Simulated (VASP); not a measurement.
# NaSrBr3 (Cmmm) in VASP: single point with PBE

Aim: the single point of NaSrBr3 with PBE.

All numbers are computed with VASP 6.6.1; they aren't measurements. Logs are shortened: lines on timing, memory, paths and dates and some standing lists are left out, and cuts for length are marked.

### 1 The cell of the first run

The structure is orthorhombic, space group Cmmm (No. 65). The conventional cell has a = 8.215 Å, b = 8.551 Å, c = 5.928 Å, α = 90.00°, β = 90.00°, γ = 90.00°. Within 5.4 Å of Na (site symmetry mmm) lie 12 Br at 4.11 to 4.28 Å and 8 Sr at 5.07 to 5.20 Å. Within 3.9 Å of Sr (site symmetry mmm) lie 6 Br at 2.96 Å. Br (site symmetry mmm) has 2 Sr at 2.96 Å within 3.9 Å. Br (site symmetry 2/m) has 2 Sr at 2.96 Å within 3.9 Å.

### 2 Single point, PBE (shear xy strain +4.0%)

INCAR reads:

```
PREC     = Accurate       # precision mode
ENCUT    = 520            # plane-wave cutoff, eV
EDIFF    = 1E-6           # SCF threshold, eV
ISMEAR   = -1             # smearing method
SIGMA    = 0.02           # smearing width, eV
LREAL    = F              # projectors in reciprocal space
LASPH    = T              # aspherical terms in the spheres
NELM     = 100            # most SCF steps
ALGO     = Normal         # electronic algorithm
ISIF     = 2              # what is computed and relaxed
LWAVE    = F              # write WAVECAR
LCHARG   = F              # write CHGCAR
GGA      = PE             # functional
NBANDS   = 27             # bands
```

KPOINTS reads:

```
regular mesh
0
Gamma
  4 4 4
```

POSCAR reads:

```
NaSrBr3
1.0
    5.9276796455      0.1185535929      0.0000000000
    0.1185535929      5.9276796455      0.0000000000
    0.0000000000      0.0000000000      5.9276796455
Na Sr Br
1 1 3
Direct
    0.0000000000      0.0000000000      0.0000000000
    0.5000000000      0.5000000000      0.5000000000
    0.5000000000      0.5000000000      0.0000000000
    0.5000000000      0.0000000000      0.5000000000
    0.0000000000      0.5000000000      0.5000000000
```

Potentials or basis: VASP PAW PBE potentials, release 64 (Na_pv, Sr_sv, Br).

Run with:

```bash
cat potpaw_PBE.64/Na_pv/POTCAR potpaw_PBE.64/Sr_sv/POTCAR potpaw_PBE.64/Br/POTCAR > POTCAR
mpirun -np 1 vasp_std > vasp.out
```

OUTCAR:

```text
PREC = Accurate
   ENCUT = 520
   EDIFF = 1E-6
   ISMEAR = -1
   LREAL = F
   LASPH = T
   NELM = 100
   ISIF = 2
   GGA = PE

 ion  position               nearest neighbor table
   1  0.000  0.000  0.000-
   2  0.500  0.500  0.500-   3 2.96   3 2.96   5 2.96   4 2.96   4 2.96   5 2.96
   3  0.500  0.500  0.000-   2 2.96   2 2.96
   4  0.500  0.000  0.500-   2 2.96   2 2.96
   5  0.000  0.500  0.500-   2 2.96   2 2.96

  LATTYP: Found a base centered orthorhombic cell.
 ALAT       =     8.2153448491
 B/A-ratio  =     1.0408163265
 C/A-ratio  =     0.7215375318

  Lattice vectors:

 A1 = (  -0.1185535929,  -5.9276796455,   0.0000000000)
 A2 = (   5.9276796455,   0.1185535929,   0.0000000000)
 A3 = (   0.0000000000,   0.0000000000,   5.9276796455)

Analysis of symmetry for initial positions (statically):
=====================================================================
 Subroutine PRICEL returns:
 Original cell was already a primitive cell.

 Routine SETGRP: Setting up the symmetry group for a
 base centered orthorhombic supercell.

 Subroutine GETGRP returns: Found  8 space group operations
 (whereof  8 operations were pure point group operations)
 out of a pool of  8 trial point group operations.

The static configuration has the point symmetry D_2h.

Analysis of symmetry for dynamics (positions and initial velocities):
=====================================================================
 Subroutine PRICEL returns:
 Original cell was already a primitive cell.

 Routine SETGRP: Setting up the symmetry group for a
 base centered orthorhombic supercell.

 Subroutine GETGRP returns: Found  8 space group operations
 (whereof  8 operations were pure point group operations)
 out of a pool of  8 trial point group operations.

The dynamic configuration has the point symmetry D_2h.

 Subroutine INISYM returns: Found  8 space group operations
 (whereof  8 operations are pure point group operations),
 and found     1 'primitive' translations

----------------------------------------------------------------------------------------

                                     Primitive cell

  volume of cell :     208.1999

  direct lattice vectors                    reciprocal lattice vectors
     5.927679645  0.118553593  0.000000000     0.168767582 -0.003375352  0.000000000
     0.118553593  5.927679645  0.000000000    -0.003375352  0.168767582  0.000000000
     0.000000000  0.000000000  5.927679645     0.000000000  0.000000000  0.168700075

  length of vectors
     5.928865063  5.928865063  5.927679645     0.168801332  0.168801332  0.168700075

  position of ions in fractional coordinates (direct lattice)
     0.000000000  0.000000000  0.000000000
     0.500000000  0.500000000  0.500000000
     0.500000000  0.500000000  0.000000000
     0.500000000  0.000000000  0.500000000
     0.000000000  0.500000000  0.500000000

  ion indices of the primitive-cell ions
   primitive index   ion index
                 1           1
                 2           2
                 3           3
                 4           4
                 5           5

----------------------------------------------------------------------------------------

 KPOINTS: regular mesh

Automatic generation of k-mesh.
 Grid dimensions read from file:
 generate k-points for:    4    4    4

 Generating k-lattice:

  Cartesian coordinates                     Fractional coordinates (reciprocal lattice)
     0.042191895 -0.000843838  0.000000000     0.250000000  0.000000000  0.000000000
    -0.000843838  0.042191895  0.000000000     0.000000000  0.250000000  0.000000000
     0.000000000  0.000000000  0.042175019     0.000000000  0.000000000  0.250000000

  Length of vectors
     0.042200333  0.042200333  0.042175019

  Shift w.r.t. Gamma in fractional coordinates (k-lattice)
     0.000000000  0.000000000  0.000000000

 Subroutine IBZKPT returns following result:
 ===========================================

 Found     21 irreducible k-points:

 Following reciprocal coordinates:
            Coordinates               Weight
  0.000000  0.000000  0.000000      1.000000
  0.250000  0.000000  0.000000      4.000000
  0.500000  0.000000  0.000000      2.000000
  0.250000  0.250000  0.000000      2.000000
  0.500000  0.250000  0.000000      4.000000
 -0.250000  0.250000  0.000000      2.000000
[... 13 lines left out ...]
 -0.250000  0.250000  0.500000      2.000000
  0.500000  0.500000  0.500000      1.000000
   k-points           NKPTS =     21   k-points in BZ     NKDIM =     21   number of bands    NBANDS=     27
   number of dos      NEDOS =    301   number of ions     NIONS =      5
   total plane-waves  NPLWV = 110592
   dimension x,y,z NGX =    48 NGY =   48 NGZ =   48
   dimension x,y,z NGXF=    96 NGYF=   96 NGZF=   96
   ions per type =               1   1   3
   NGX,Y,Z   is equivalent  to a cutoff of  13.46, 13.46, 13.46 a.u.
   NGXF,Y,Z  is equivalent  to a cutoff of  26.92, 26.92, 26.92 a.u.
 SYSTEM =  unknown system
   PREC   = accura    normal or accurate (medium, high low for compatibility)
   ISTART =      0    job   : 0-new  1-cont  2-samecut
   ICHARG =      2    charge: 1-file 2-atom 10-const
   ISPIN  =      1    spin polarized calculation?
   LNONCOLLINEAR =      F non collinear calculations
   LSORBIT =      F    spin-orbit coupling
   LASPH  =      T    aspherical Exc in radial PAW
   ENCUT  =  520.0 eV  38.22 Ry    6.18 a.u.  11.02 11.02 11.02*2*pi/ulx,y,z
   NELM   =    100;   NELMIN=  2; NELMDL= -5     # of ELM steps
   EDIFF  = 0.1E-05   stopping-criterion for ELM
   LREAL  =      F    real-space projection
   EDIFFG = 0.1E-04   stopping-criterion for IOM
   NSW    =      0    number of steps for IOM
   IBRION =     -1    ionic relax: 0-MD 1-quasi-New 2-CG
   NFREE  =      0    steps in history (QN), initial steepest desc. (CG)
   ISIF   =      2    stress and relaxation
   ISYM   =      2    0-nonsym 1-usesym 2-fastsym
   POTIM  = 0.5000    time-step for ionic-motion
   TEBEG  =    0.0;   TEEND  =   0.0 temperature during run
   PSTRESS=    0.0 pullay stress
   NELECT =      38.0000    total number of electrons
   NUPDOWN=      -1.0000    fix difference up-down
   EMIN   =  10.00;   EMAX   =-10.00  energy-range for DOS
   EFERMI =   0.00;   METHOD = LEGACY
   ISMEAR =    -1;   SIGMA  =   0.02  broadening in eV -4-tet -1-fermi 0-gaus
   EFERMI_NEDOS =   21; number of points for ismear=-14 and -15
   IALGO  =     38    algorithm
   IMIX   =      4    mixing-type and parameters
     AMIX     =   0.40;   BMIX     =  1.00
     AMIX_MAG =   1.60;   BMIX_MAG =  1.00
  volume/ion in A,a.u.               =      41.64       281.00
  Fermi-wavevector in a.u.,A,eV,Ry     =   0.928630  1.754856 11.733026  0.862353
  Thomas-Fermi vector in A             =   2.054827
   LORBIT       =      0    0 simple, 1 ext, 2 COOP (PROOUT), +10 PAW based schemes
   GGA     = PE    functional components
   LHFCALC =     F    Hartree Fock is set to
   AEXX    =    0.0000 exact exchange contribution
   IVDW    =     0    specifies the selected vdW correction
   LEPSILON=     F    determine dielectric tensor
   LRPA    =     F    only Hartree local field effects (RPA)
 non-spin polarized calculation
  energy-cutoff  :      520.00
  volume of cell :      208.20
 maximum number of plane-waves:      5634
 NGX is ok and might be reduce to    48
   NGX = 23   NGY = 23   NGZ = 23

 number of electron      38.0000001 magnetization

 Free energy of the ion-electron system (eV)
  ---------------------------------------------------
  ext. energy  EPLUGINS =         0.00000000
  ---------------------------------------------------
  free energy    TOTEN  =       -16.36448354 eV

  energy without entropy =      -16.36448354  energy(sigma->0) =      -16.36448354

 E-fermi :  -1.0297     XC(G=0):  -6.7167

 val. band max:       -1.5629294413   @ k =   0.5000   0.5000   0.5000
 cond. band min:       1.3922519862   @ k =   0.0000   0.0000   0.0000
 fundamental gap:      2.9551814275
 Fermi energy:        -1.0296703651

 k-point     1 :       0.0000    0.0000    0.0000
  band No.  band energies     occupation
      1     -34.5403      2.00000
      2     -25.6816      2.00000
      3     -25.6810      2.00000
      4     -25.6799      2.00000
      5     -16.6458      2.00000
      6     -16.6413      2.00000
[... 19 lines left out ...]
     26       5.2375      0.00000
     27       5.6901      0.00000

 k-point     2 :       0.2500    0.0000    0.0000
  band No.  band energies     occupation
      1     -34.5402      2.00000
      2     -25.6816      2.00000
      3     -25.6810      2.00000
      4     -25.6799      2.00000
      5     -16.7207      2.00000
      6     -16.6409      2.00000
[... 19 lines left out ...]
     26       5.4098      0.00000
     27       6.0297      0.00000

 k-point     3 :       0.5000    0.0000    0.0000
  band No.  band energies     occupation
      1     -34.5401      2.00000
      2     -25.6816      2.00000
      3     -25.6810      2.00000
      4     -25.6799      2.00000
      5     -16.7932      2.00000
      6     -16.6405      2.00000
[... 19 lines left out ...]
     26       5.4584      0.00000
     27       6.2997      0.00000

 k-point     4 :       0.2500    0.2500    0.0000
  band No.  band energies     occupation
      1     -34.5401      2.00000
      2     -25.6816      2.00000
      3     -25.6810      2.00000
      4     -25.6799      2.00000
      5     -16.7211      2.00000
      6     -16.7191      2.00000
[... 19 lines left out ...]
     26       5.5706      0.00000
     27       5.7665      0.00000
[... 426 lines left out ...]
      4     -25.6799      2.00000
      5     -16.7933      2.00000
      6     -16.7917      2.00000
[... 19 lines left out ...]
     26       5.5806      0.00000
     27       6.0627      0.00000

 k-point    20 :      -0.2500    0.2500    0.5000
  band No.  band energies     occupation
      1     -34.5399      2.00000
      2     -25.6816      2.00000
      3     -25.6810      2.00000
      4     -25.6799      2.00000
      5     -16.7938      2.00000
      6     -16.7215      2.00000
[... 19 lines left out ...]
     26       5.8615      0.00000
     27       6.1181      0.00000

 k-point    21 :       0.5000    0.5000    0.5000
  band No.  band energies     occupation
      1     -34.5397      2.00000
      2     -25.6816      2.00000
      3     -25.6810      2.00000
      4     -25.6799      2.00000
      5     -16.7928      2.00000
      6     -16.7927      2.00000
[... 19 lines left out ...]
     26       5.8993      0.00000
     27       6.1105      0.00000

------------------------ aborting loop because EDIFF is reached ----------------------------------------

  FORCE on cell =-STRESS in cart. coord.  units (eV):
  Direction    XX          YY          ZZ          XY          YZ          ZX
  --------------------------------------------------------------------------------------
  -------------------------------------------------------------------------------------
  Total        0.4660590      0.4660590      0.4814303     -0.1375607      0.0000000      0.0000000
  in kB        3.5865017      3.5865017      3.7047897     -1.0585822      0.0000000      0.0000000
  external PRESSURE =       3.6259310 kB  Pullay stress =       0.0000000 kB

 VOLUME and BASIS-vectors are now :
 -----------------------------------------------------------------------------
  energy-cutoff  :      520.00
  volume of cell :      208.20
      direct lattice vectors                 reciprocal lattice vectors
     5.927679645  0.118553593  0.000000000     0.168767582 -0.003375352  0.000000000
     0.118553593  5.927679645  0.000000000    -0.003375352  0.168767582  0.000000000
     0.000000000  0.000000000  5.927679645     0.000000000  0.000000000  0.168700075

 POSITION                                       TOTAL-FORCE (eV/Angst)
 -----------------------------------------------------------------------------------
      0.00000      0.00000      0.00000        -0.000000      0.000000      0.000000
      3.02312      3.02312      2.96384        -0.000000      0.000000      0.000000
      3.02312      3.02312      0.00000         0.000000      0.000000      0.000000
      2.96384      0.05928      2.96384         0.000000      0.000000      0.000000
      0.05928      2.96384      2.96384        -0.000000      0.000000      0.000000
 -----------------------------------------------------------------------------------
    total drift:                                0.000000     -0.000000     -0.000000

  FREE ENERGIE OF THE ION-ELECTRON SYSTEM (eV)
  ---------------------------------------------------
  free  energy   TOTEN  =       -16.3644835391 eV

  energy  without entropy=      -16.3644835391  energy(sigma->0) =      -16.36448354
```

Run time: 88 s. Hardware: 1 thread of AMD EPYC 7R13 (Zen 3), shared host; peak memory 0.36 GiB.

What came out:

- Free energy: -16.3645 eV
- Pressure: 0.4 GPa
- Band gap on the k mesh: 2.96 eV (least direct gap 3.16 eV)

Levels at points of the mesh, in eV from the valence-band top:
| k point | band 17 | band 18 | band 19 | band 20 | band 21 | band 22 |
| --- | --- | --- | --- | --- | --- | --- |
| (0.00, 0.00, 0.00) | -0.30 | -0.27 | -0.21 | 2.96 | 5.29 | 5.31 |
| (0.50, 0.00, 0.00) | -0.57 | -0.33 | -0.33 | 4.23 | 5.09 | 5.42 |
| (0.50, 0.50, 0.00) | -0.74 | -0.73 | -0.01 | 4.44 | 6.15 | 6.27 |
| (0.00, 0.00, 0.50) | -0.56 | -0.41 | -0.23 | 4.22 | 5.04 | 5.48 |
| (0.50, 0.00, 0.50) | -0.76 | -0.75 | -0.02 | 4.44 | 6.20 | 6.21 |
| (0.50, 0.50, 0.50) | -0.03 | -0.01 | 0.00 | 3.78 | 6.94 | 6.99 |

Caveat: the cell differs from its parent crystal (shear xy strain +4.0%).
